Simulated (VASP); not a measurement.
A run of VASP 6.6.1:

Contents of POSCAR:

```
KGeF3
1.0
    4.3875292553     -0.0658129388      0.0000000000
   -0.0658129388      4.3875292553      0.0000000000
    0.0000000000      0.0000000000      4.3875292553
K Ge F
1 1 3
Direct
    0.0000000000      0.0000000000      0.0000000000
    0.5000000000      0.5000000000      0.5000000000
    0.5000000000      0.5000000000      0.0000000000
    0.5000000000      0.0000000000      0.5000000000
    0.0000000000      0.5000000000      0.5000000000
```

INCAR.step1

```
PREC = Accurate
ENCUT = 520
ISMEAR = 0
SIGMA = 0.01
LREAL = False
LASPH = True
NELM = 100
NBANDS = 30
GGA = PE
ALGO = Normal
EDIFF = 1E-4
LWAVE = True
LCHARG = False
```

INCAR.step2

```
PREC = Accurate
ENCUT = 520
EDIFF = 1E-6
ISMEAR = 0
SIGMA = 0.01
LREAL = False
LASPH = True
NELM = 100
ALGO = Normal
ISIF = 2
LWAVE = False
LCHARG = False
METAGGA = R2SCAN
LMIXTAU = True
NBANDS = 30
ISTART = 1
```

Contents of KPOINTS:

```
regular mesh
0
Gamma
  6 6 6
```

Potentials or basis: VASP PAW PBE potentials, release 64 (K_sv, Ge_d, F).

Command:

```sh
$ cat potpaw_PBE.64/K_sv/POTCAR potpaw_PBE.64/Ge_d/POTCAR potpaw_PBE.64/F/POTCAR > POTCAR
$ cp INCAR.step1 INCAR
$ mpirun -np 1 vasp_std > vasp.out
$ cp INCAR.step2 INCAR
$ mpirun -np 1 vasp_std > vasp.out
```

Hardware: 1 thread of Oxide Virtual Turin-like Processor (shared host).

Estimate the wall time of this run.

It took 9.8 min on 1 thread of Oxide Virtual Turin-like Processor, with other jobs on the host, peak memory 0.26 GiB. Counts: k points 52.
